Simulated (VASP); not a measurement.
The system is LaBe.

```xyz
2
Lattice="3.4500 0.0000 0.0000 0.0000 3.4500 0.0000 0.0000 0.0000 3.4500" Properties=species:S:1:pos:R:3 pbc="T T T"
La    0.0000    0.0000    0.0000
Be    1.7250    1.7250    1.7250
```

- Program: VASP 6.6.1
- Task: relaxation of cell and atoms
- Functional: LDA
- Potentials or basis: VASP PAW LDA potentials, release 64 (La, Be)
- Cutoff: 600 eV
- k mesh: 6 × 6 × 6
- Occupations: gaussian, width 0.1 eV
- Spin: no spin polarisation

At the start: pressure 2.9 GPa; volume 20.53 Å³/atom.

Question: How do energy, volume and symmetry change on relaxing?

Answer: Over 3 steps the energy falls by 9.0 meV/atom and the volume is 21.56 Å³/atom (+5.0 %); space group Pm-3m (No. 221, to 0.05 Å).

The path:
```tsv
step	energy change (eV)	largest force (eV/Å)	pressure (GPa)	volume (Å³)
1	0.0000	0.0000	2.89	41.06
2	-0.0178	0.0000	-0.23	43.30
3	-0.0179	0.0000	0.03	43.12
```

Final structure:
```
La Be
1.0
     3.50660    0.00000    0.00000
     0.00000    3.50660    0.00000
     0.00000    0.00000    3.50660
La Be
1 1
Direct
  0.00000 0.00000 0.00000
  0.50000 0.50000 0.50000
```
